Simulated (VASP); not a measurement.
Here is a VASP 6.6.1 calculation.

POSCAR

```
MgTe
1.0
    0.0000000000      3.2331198836      3.2331198836
    3.2331198836      0.0000000000      3.2331198836
    3.2331198836      3.2331198836      0.0000000000
Mg Te
1 1
Direct
    0.0000000000      0.0000000000      0.0000000000
    0.7500000000      0.7500000000      0.7500000000
```

Contents of INCAR.step1:

```
SYSTEM = MgTe
PREC = Accurate
ENCUT = 500
EDIFF = 1E-8
ISMEAR = 0
SIGMA = 0.01
LREAL = .False.
LASPH = .True.
NELM = 80
ALGO = Normal
LWAVE = .True.
LCHARG = .False.
GGA = PE
```

The input INCAR.step2:

```
SYSTEM = MgTe
PREC = Accurate
ENCUT = 500
EDIFF = 1E-8
ISMEAR = 0
SIGMA = 0.01
LREAL = .False.
LASPH = .True.
NELM = 1
ALGO = Exact
LWAVE = .True.
LCHARG = .False.
GGA = PE
NBANDS = 64
LOPTICS = .True.
ISTART = 1
```

File INCAR.step3:

```
SYSTEM = MgTe
PREC = Accurate
ENCUT = 500
EDIFF = 1E-8
ISMEAR = 0
SIGMA = 0.01
LREAL = .False.
LASPH = .True.
ALGO = EVGW0
LWAVE = .False.
LCHARG = .False.
GGA = PE
NELMGW = 1
NBANDS = 64
ENCUTGW = 80.0
NOMEGA = 48
PRECFOCK = Fast
ISTART = 1
NBANDSGW = 12
```

The input KPOINTS:

```
regular mesh
0
Gamma
  2 2 2
  0 0 0
```

Potentials or basis: VASP PAW PBE potentials, release 64 (Mg_GW, Te_GW).

Launch:

```sh
$ cat potpaw_PBE.64/Mg_GW/POTCAR potpaw_PBE.64/Te_GW/POTCAR > POTCAR
$ cp INCAR.step1 INCAR
$ mpirun -np 1 vasp_std > vasp.out
$ cp INCAR.step2 INCAR
$ mpirun -np 1 vasp_std > vasp.out
$ cp INCAR.step3 INCAR
$ mpirun -np 1 vasp_std > vasp.out
```

Q: Estimate the quasiparticle gap.

A: 3.30 eV.

Q: Estimate the least direct quasiparticle gap.

A: 3.39 eV.

Q: Predict the band gap on the k mesh, mean-field level.

A: 2.34 eV, direct.

Caveat: the k points lie up to 0.84 Å⁻¹ apart; bands, screening cutoff and mesh are small and nothing is extrapolated, so the quasiparticle values aren't converged; spin-orbit coupling is left out, which moves the levels of the heavy elements. A k mesh can miss the band edges.
